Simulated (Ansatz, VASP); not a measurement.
Two plane-wave programs on BN

File INCAR:

```
SYSTEM = BN
PREC = Accurate ; ENCUT = 520
EDIFF = 1E-6 ; ISMEAR = 0
SIGMA = 0.05 ; LREAL = .FALSE.
LASPH = .TRUE. ; NELM = 100
ALGO = Normal ; ISIF = 2
LWAVE = .FALSE. ; LCHARG = .FALSE.
IBRION = 2 ; NSW = 50
EDIFFG = -0.01
```

KPOINTS

```
regular mesh
0
G
  12 12 4
  0 0 0
```

Contents of POSCAR:

```
BN
1.0
    2.3059555345      0.0000000000      0.0000000000
   -1.1529777672      2.1549757989      0.0000000000
    0.0000000000      0.0000000000      5.7807916289
B N
2 2
Direct
    0.3333333333      0.6666666667      0.2500000000
    0.6666666667      0.3333333333      0.7500000000
    0.3333333333      0.6666666667      0.7500000000
    0.6666666667      0.3333333333      0.2500000000
```

Input for Ansatz:

```yaml
crystal:
  lattice:
    - [2.3059555345, 0.0, 0.0]
    - [-1.1529777672, 2.1549757989, 0.0]
    - [0.0, 0.0, 5.7807916289]
  atoms:
    - { symbol: B, position: [0.3333333333, 0.6666666667, 0.25] }
    - { symbol: B, position: [0.6666666667, 0.3333333333, 0.75] }
    - { symbol: "N", position: [0.3333333333, 0.6666666667, 0.75] }
    - { symbol: "N", position: [0.6666666667, 0.3333333333, 0.25] }
basis:
  ecutwfc: 520.0
kpoints:
  mp_grid: { grid: [12, 12, 4] }
hamiltonian:
  xc: lda
  pseudopotentials: { kind: paw, azcp: { folder: soft_1 } }
scf:
  occupations: { method: gaussian, width: 0.05 }
output:
  forces: true
  stress: true
  eigenvalues: true
  write_density: true
  write_potential: true
  elf: true
  volumetric_format: npy
relax:
  adjacent_minimum: "off"
  f_tol: 0.01
  max_steps: 30
```

Change from the starting cell: normal strain along x -0.0733, normal strain along z -0.1100.

Alike in both runs: task relaxation of the atoms; functional LDA; k mesh 12 × 12 × 4; occupations gaussian, width 0.05 eV; no spin polarisation.

|  | VASP | Ansatz |
| --- | --- | --- |
| version | VASP 6.6.1 | Ansatz 0.2.0 |
| potentials or method | VASP PAW LDA potentials, release 64 (B, N), cutoff 520 eV | scalar-relativistic, plane waves, PAW |
| valence electrons in the cell | 16 | 16 |

|  | VASP | Ansatz | Ansatz less VASP |
| --- | --- | --- | --- |
| gap on the k mesh at the Fermi level, each at its own relaxed structure (eV) | 3.59 | 3.61 | +0.016 |

Ansatz warns that its potentials were made for another functional, while VASP's fit it. LDA's correlation is that of Perdew and Zunger in VASP and of Perdew and Wang (1992) in Ansatz. Ansatz's warnings: stress scf threshold loose.
